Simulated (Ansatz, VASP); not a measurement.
## Two plane-wave programs on Si5Sn

INCAR

```
ALGO     = Normal         # electronic algorithm
EDIFF    = 1E-6           # SCF threshold, eV
ENCUT    = 520            # plane-wave cutoff, eV
GGA      = PE             # functional
ISIF     = 2              # what is computed and relaxed
ISMEAR   = 0              # smearing method
LASPH    = True           # aspherical terms in the spheres
LCHARG   = True           # write CHGCAR
LELF     = True           # ELF
LREAL    = False          # projectors in reciprocal space
LVHAR    = True         
LWAVE    = False          # write WAVECAR
NBANDS   = 26             # bands
NELM     = 60             # most SCF steps
PREC     = Accurate       # precision mode
SIGMA    = 0.1            # smearing width, eV
```

File KPOINTS:

```
k-points
0
Gamma
  6 6 4
```

Contents of POSCAR:

```
Si5Sn
1.0
    5.6033606300      0.0000000000      0.0000000000
   -2.8016803200      4.8526526500      0.0000000000
    0.0000000000      0.0000000000      4.2683256600
Si Sn
5 1
Direct
    0.3333333300      0.6666666700      0.0000000000
    0.6666666700      0.3333333300      0.0000000000
    0.5000000000      0.0000000000      0.5000000000
    0.5000000000      0.5000000000      0.5000000000
    0.0000000000      0.5000000000      0.5000000000
    0.0000000000      0.0000000000      0.0000000000
```

Input for Ansatz:

```yaml
crystal:
  lattice:
    - [5.60336063, 0.0, 0.0]
    - [-2.80168032, 4.85265265, 0.0]
    - [0.0, 0.0, 4.26832566]
  atoms:
    - { symbol: Si, position: [0.33333333, 0.66666667, 0.0] }
    - { symbol: Si, position: [0.66666667, 0.33333333, 0.0] }
    - { symbol: Si, position: [0.5, 0.0, 0.5] }
    - { symbol: Si, position: [0.5, 0.5, 0.5] }
    - { symbol: Si, position: [0.0, 0.5, 0.5] }
    - { symbol: Sn, position: [0.0, 0.0, 0.0] }
basis:
  ecutwfc: 420
kpoints:
  mp_grid: { grid: [6, 6, 4] }
hamiltonian:
  xc: pbe
scf:
  occupations: { method: gaussian, width: 0.1 }
  lower_state_search: "off"
output:
  forces: true
  stress: true
  eigenvalues: true
```

Change from the starting cell: species swapped into the YFe5 type (P6/mmm, No. 191).

Alike in both runs: task single point; functional PBE; k mesh 6 × 6 × 4; occupations gaussian, width 0.1 eV; no spin polarisation.

```csv
,VASP,Ansatz
version,VASP 6.6.1,Ansatz 0.2.0
potentials or method,"VASP PAW PBE potentials, release 64 (Si, Sn_d), cutoff 520 eV","scalar-relativistic, plane waves, PAW"
valence electrons in the cell,34,34
```

VASP gave:

```
gap on the k mesh at the Fermi level (eV)                     : none
pressure (GPa)                                                : -5.9
traceless stress, the component that is largest in VASP (GPa) : -3.77
```

Task: Which values does Ansatz return?

Result: gap on the k mesh at the Fermi level (eV): none; pressure (GPa): -5.8; traceless stress, the component that is largest in VASP (GPa): -3.76.

A gap of «none» marks a metal or a gap that the smearing closes.

The k mesh is coarse, so the values compare programs but aren't converged.
